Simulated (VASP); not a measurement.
# Al2As5 (C2/m) in VASP: relaxation of cell and atoms with PBE

Aim: the relaxation of cell and atoms of Al2As5 with PBE.

All numbers are computed with VASP 6.6.1; they aren't measurements. Logs are shortened: lines on timing, memory, paths and dates and some standing lists are left out, and cuts for length are marked.

## (1) The cell of the first run

It takes space group C2/m (No. 12, monoclinic). The conventional cell has a = 8.979 Å, b = 7.505 Å, c = 5.164 Å, α = 90.00°, β = 105.25°, γ = 90.00°. Al (site symmetry m) has 7 As at 2.54 to 3.43 Å within 3.5 Å. Within 3.4 Å of As (site symmetry 2/m) lie 2 Al at 2.54 Å and 4 As at 2.77 Å. As (site symmetry 1) has 2 As at 2.44 to 2.77 Å and 2 Al at 2.57 to 2.61 Å within 3.2 Å.

The cell was built from a structure type or drawn by symmetry, and may not be a known phase.

## (2) Relaxation of cell and atoms, PBE

The input, INCAR:

```
  PREC = Accurate
  ENCUT = 600
  EDIFF = 1E-6
  ISMEAR = 0
  SIGMA = 0.1
  LREAL = False
  LASPH = True
  NELM = 60
  ALGO = Normal
  ISIF = 3
  LWAVE = False
  LCHARG = False
  GGA = PE
  IBRION = 2
  NSW = 100
  EDIFFG = -0.01
```

The input, KPOINTS:

```
Automatic mesh
0
Gamma
  6 6 6
```

The input, POSCAR:

```
Al2As5
1.0
    4.4893001044     -3.7527149581      0.0000000000
    4.4893001044      3.7527149581      0.0000000000
   -1.3586998707      0.0000000000      4.9825091117
Al As
2 5
Direct
    0.2223920232      0.2223920232      0.4219056210
    0.7776079768      0.7776079768      0.5780943790
    0.0000000000      0.0000000000      0.0000000000
    0.8799863255      0.3517769609      0.6880761401
    0.6482230391      0.1200136745      0.3119238599
    0.1200136745      0.6482230391      0.3119238599
    0.3517769609      0.8799863255      0.6880761401
```

Potentials or basis: VASP PAW PBE potentials, release 64 (Al, As).

Launch:

```bash
$ cat potpaw_PBE.64/Al/POTCAR potpaw_PBE.64/As/POTCAR > POTCAR
$ mpirun -np 1 vasp_std > vasp.out
```

OUTCAR:

```text
PREC = Accurate
   ENCUT = 600
   EDIFF = 1E-6
   ISMEAR = 0
   LREAL = False
   LASPH = True
   NELM = 60
   ISIF = 3
   GGA = PE
   IBRION = 2
   NSW = 100
   EDIFFG = -0.01

 ion  position               nearest neighbor table
   1  0.222  0.222  0.422-   3 2.54   4 2.57   7 2.57   6 2.61   5 2.61
   2  0.778  0.778  0.578-   3 2.54   5 2.57   6 2.57   4 2.61   7 2.61
   3  0.000  0.000  0.000-   1 2.54   2 2.54   4 2.77   5 2.77   6 2.77   7 2.77
   4  0.880  0.352  0.688-   5 2.44   1 2.57   2 2.61   3 2.77
   5  0.648  0.120  0.312-   4 2.44   2 2.57   1 2.61   3 2.77
   6  0.120  0.648  0.312-   7 2.44   2 2.57   1 2.61   3 2.77
   7  0.352  0.880  0.688-   6 2.44   1 2.57   2 2.61   3 2.77

  LATTYP: Found a base centered monoclinic cell.
 ALAT       =     8.9786002088
 B/A-ratio  =     0.8359242801
 C/A-ratio  =     0.5751945735
 COS(beta)  =    -0.2630874429

  Lattice vectors:

 A1 = (   4.4893001044,  -3.7527149581,   0.0000000000)
 A2 = (   4.4893001044,   3.7527149581,   0.0000000000)
 A3 = (  -1.3586998707,   0.0000000000,   4.9825091117)

Analysis of symmetry for initial positions (statically):
=====================================================================
 Subroutine PRICEL returns:
 Original cell was already a primitive cell.

 Routine SETGRP: Setting up the symmetry group for a
 base centered monoclinic supercell.

 Subroutine GETGRP returns: Found  4 space group operations
 (whereof  4 operations were pure point group operations)
 out of a pool of  4 trial point group operations.

The static configuration has the point symmetry C_2h.

Analysis of symmetry for dynamics (positions and initial velocities):
=====================================================================
 Subroutine PRICEL returns:
 Original cell was already a primitive cell.

 Routine SETGRP: Setting up the symmetry group for a
 base centered monoclinic supercell.

 Subroutine GETGRP returns: Found  4 space group operations
 (whereof  4 operations were pure point group operations)
 out of a pool of  4 trial point group operations.

The dynamic configuration has the point symmetry C_2h.

 Subroutine INISYM returns: Found  4 space group operations
 (whereof  4 operations are pure point group operations),
 and found     1 'primitive' translations

----------------------------------------------------------------------------------------

[... 124 lines left out ...]
  Fermi-wavevector in a.u.,A,eV,Ry     =   0.932240  1.761679 11.824447  0.869072
  Thomas-Fermi vector in A             =   2.058818
   LORBIT       =      0    0 simple, 1 ext, 2 COOP (PROOUT), +10 PAW based schemes
   GGA     = PE    functional components
   LHFCALC =     F    Hartree Fock is set to
   AEXX    =    0.0000 exact exchange contribution
   IVDW    =     0    specifies the selected vdW correction
   LEPSILON=     F    determine dielectric tensor
   LRPA    =     F    only Hartree local field effects (RPA)
 conjugate gradient relaxation of ions
 non-spin polarized calculation
 Gauss-broadening in eV      SIGMA  =   0.10
  energy-cutoff  :      600.00
  volume of cell :      167.88
 maximum number of plane-waves:      5625
   NGX = 23   NGY = 23   NGZ = 21

--------------------------------------- Ionic step        1  -------------------------------------------

 number of electron      31.0000000 magnetization

 Free energy of the ion-electron system (eV)
  ---------------------------------------------------
  ext. energy  EPLUGINS =         0.00000000
  ---------------------------------------------------
  free energy    TOTEN  =       -30.82471398 eV

  energy without entropy =      -30.81155923  energy(sigma->0) =      -30.81813661

------------------------ aborting loop because EDIFF is reached ----------------------------------------

  FORCE on cell =-STRESS in cart. coord.  units (eV):
  Direction    XX          YY          ZZ          XY          YZ          ZX
  --------------------------------------------------------------------------------------
  -------------------------------------------------------------------------------------
  Total       -0.4832066      0.9791629      0.4813369      0.0000000      0.0000000      0.8733711
  in kB       -4.6114884      9.3446541      4.5936452      0.0000000      0.0000000      8.3350282
  external PRESSURE =       3.1089370 kB  Pullay stress =       0.0000000 kB
[... 104 lines left out ...]
  FREE ENERGIE OF THE ION-ELECTRON SYSTEM (eV)
  ---------------------------------------------------
  free  energy   TOTEN  =       -30.8441515833 eV

  energy  without entropy=      -30.8339713697  energy(sigma->0) =      -30.83906148

[... ionic steps 4 to 18 ...]

--------------------------------------- Ionic step       19  -------------------------------------------

 number of electron      30.9999997 magnetization

------------------------ aborting loop because EDIFF is reached ----------------------------------------
[... 77 lines left out ...]
--------------------------------------- Ionic step       21  -------------------------------------------

 number of electron      30.9999998 magnetization

 Free energy of the ion-electron system (eV)
  ---------------------------------------------------
  ext. energy  EPLUGINS =         0.00000000
  ---------------------------------------------------
  free energy    TOTEN  =       -30.86997903 eV

  energy without entropy =      -30.86228295  energy(sigma->0) =      -30.86613099

 E-fermi :   3.9917     XC(G=0):  -8.9353

 val. band max:        3.9574135855   @ k =   0.3333   0.1667   0.5000
 cond. band min:       4.0341220607   @ k =  -0.3333   0.3333   0.3333
 fundamental gap:      0.0767084751
 Fermi energy:         3.9916693402

 k-point     1 :       0.0000    0.0000    0.0000
  band No.  band energies     occupation
      1      -9.6043      2.00000
      2      -7.4480      2.00000
      3      -6.1492      2.00000
      4      -5.8722      2.00000
      5      -5.2539      2.00000
      6      -2.0179      2.00000
[... 505 lines left out ...]
      6      -1.5131      2.00000
[... 11 lines left out ...]
     18       5.7014      0.00000
     19       6.0287      0.00000

 [... further k-points ...]

------------------------ aborting loop because EDIFF is reached ----------------------------------------

  FORCE on cell =-STRESS in cart. coord.  units (eV):
  Direction    XX          YY          ZZ          XY          YZ          ZX
  --------------------------------------------------------------------------------------
  -------------------------------------------------------------------------------------
  Total        0.0003371      0.0529102     -0.0335483      0.0000000      0.0000000     -0.0220462
  in kB        0.0031747      0.4983165     -0.3159626      0.0000000      0.0000000     -0.2076344
  external PRESSURE =       0.0618429 kB  Pullay stress =       0.0000000 kB
[... 22 lines left out ...]
  FREE ENERGIE OF THE ION-ELECTRON SYSTEM (eV)
  ---------------------------------------------------
  free  energy   TOTEN  =       -30.8699790272 eV

  energy  without entropy=      -30.8622829478  energy(sigma->0) =      -30.86613099

 reached required accuracy - stopping structural energy minimisation
```

OSZICAR:

```text
N       E                     dE             d eps       ncg     rms          rms(c)
DAV:   1     0.130313965032E+03    0.13031E+03   -0.12718E+04  2584   0.148E+03
DAV:   2    -0.193682340975E+02   -0.14968E+03   -0.14516E+03  3451   0.197E+02
[... 149 lines left out ...]
  20 F= -.30869885E+02 E0= -.30866040E+02  d E =-.249999E-03
       N       E                     dE             d eps       ncg     rms          rms(c)
DAV:   1    -0.308700222026E+02   -0.13678E-03   -0.79073E-03  2605   0.478E-01    0.393E-02
DAV:   2    -0.308699955810E+02    0.26622E-04   -0.36520E-04  3282   0.102E-01    0.212E-02
DAV:   3    -0.308699803845E+02    0.15196E-04   -0.44748E-05  3193   0.357E-02    0.807E-03
DAV:   4    -0.308699789271E+02    0.14574E-05   -0.63849E-06  2972   0.141E-02    0.308E-03
DAV:   5    -0.308699790272E+02   -0.10012E-06   -0.57355E-07  1487   0.457E-03
  21 F= -.30869979E+02 E0= -.30866131E+02  d E =-.935858E-04
```

CONTCAR:

```text
Al2As5
   1.00000000000000
     4.3943416460313465   -3.8595083547514695    0.0906046427674719
     4.3943416460313465    3.8595083547514695    0.0906046427674719
    -1.2299592836537609    0.0000000000000000    4.9898490366779225
  Al              As
     2     5
Direct
     0.2218776039173249    0.2218776039173249    0.4118923208376978
     0.7781223960826751    0.7781223960826751    0.5881076791623021
     0.0000000000000000    1.0000000000000000    0.0000000000000000
     0.8819916684353445    0.3505430340321721    0.6837188926254555
     0.6494569659678280    0.1180083315646553    0.3162811073745446
     0.1180083315646553    0.6494569659678280    0.3162811073745446
     0.3505430340321721    0.8819916684353445    0.6837188926254555

  0.00000000E+00  0.00000000E+00  0.00000000E+00
  0.00000000E+00  0.00000000E+00  0.00000000E+00
  0.00000000E+00  0.00000000E+00  0.00000000E+00
  0.00000000E+00  0.00000000E+00  0.00000000E+00
  0.00000000E+00  0.00000000E+00  0.00000000E+00
  0.00000000E+00  0.00000000E+00  0.00000000E+00
  0.00000000E+00  0.00000000E+00  0.00000000E+00
```

Run time: 28 min. Hardware: 1 thread of Intel Xeon Platinum 8488C (Sapphire Rapids), shared host; peak memory 0.47 GiB.

What came out:

```yaml
Free_energy: -30.8700 eV
Relaxed_volume: 24.30 Å³/atom
Relaxed_cell: a = 5.849 Å, b = 5.849 Å, c = 5.139 Å, α = 99.48°, β = 99.48°, γ = 82.57°
Space_group_after_relaxing_to_0.1_Å: C2/m (No. 12)
Energy_gained_by_relaxing: 6.5 meV/atom
Ionic_steps: 21
Pressure_after_relaxing: 0.0 GPa
Largest_force_after_relaxing: 0.008 eV/Å
Band_gap_on_the_k_mesh: zero (an odd number of electrons rules out a gap without spin polarisation)
```

Forces on the atoms (eV/Å):
```
Al   0.003  0.000  0.001
Al  -0.003  0.000 -0.001
As   0.000  0.000  0.000
As   0.005 -0.006  0.003
As  -0.005 -0.006 -0.003
As  -0.005  0.006 -0.003
As   0.005  0.006  0.003
```

Step by step:
```tsv
step	energy change (eV)	largest force (eV/Å)	pressure (GPa)	volume (Å³)
1	0.0000	0.0959	0.31	167.88
2	-0.0158	0.0939	-0.15	169.00
3	-0.0194	0.1918	-0.49	169.90
4	-0.0291	0.1513	-0.40	169.76
5	-0.0386	0.1406	-0.19	169.46
6	-0.0387	0.1423	-0.16	169.42
7	-0.0408	0.1021	-0.02	169.09
8	-0.0410	0.0825	0.05	168.93
9	-0.0417	0.0674	0.03	168.98
10	-0.0427	0.0449	-0.03	169.11
11	-0.0427	0.0531	-0.04	169.14
12	-0.0433	0.0355	0.05	169.04
13	-0.0437	0.0277	0.16	168.91
14	-0.0443	0.0196	0.07	169.31
15	-0.0446	0.0289	-0.12	170.10
16	-0.0446	0.0256	-0.07	169.88
17	-0.0449	0.0138	-0.02	169.94
18	-0.0449	0.0181	0.00	169.97
19	-0.0451	0.0118	0.01	170.00
20	-0.0452	0.0074	0.01	170.05
21	-0.0453	0.0080	0.01	170.12
```

Final structure:
```cif
data_structure
_symmetry_space_group_name_H-M 'P 1'
_symmetry_Int_Tables_number 1
_cell_length_a 5.8493
_cell_length_b 5.8493
_cell_length_c 5.1392
_cell_angle_alpha 99.483
_cell_angle_beta 99.483
_cell_angle_gamma 82.573
_cell_volume 170.12
loop_
_atom_site_label
_atom_site_type_symbol
_atom_site_fract_x
_atom_site_fract_y
_atom_site_fract_z
_atom_site_occupancy
Al1 Al 0.22188 0.22188 0.41189 1
Al2 Al 0.77812 0.77812 0.58811 1
As1 As 0.00000 0.00000 0.00000 1
As2 As 0.88199 0.35054 0.68372 1
As3 As 0.64946 0.11801 0.31628 1
As4 As 0.11801 0.64946 0.31628 1
As5 As 0.35054 0.88199 0.68372 1
```
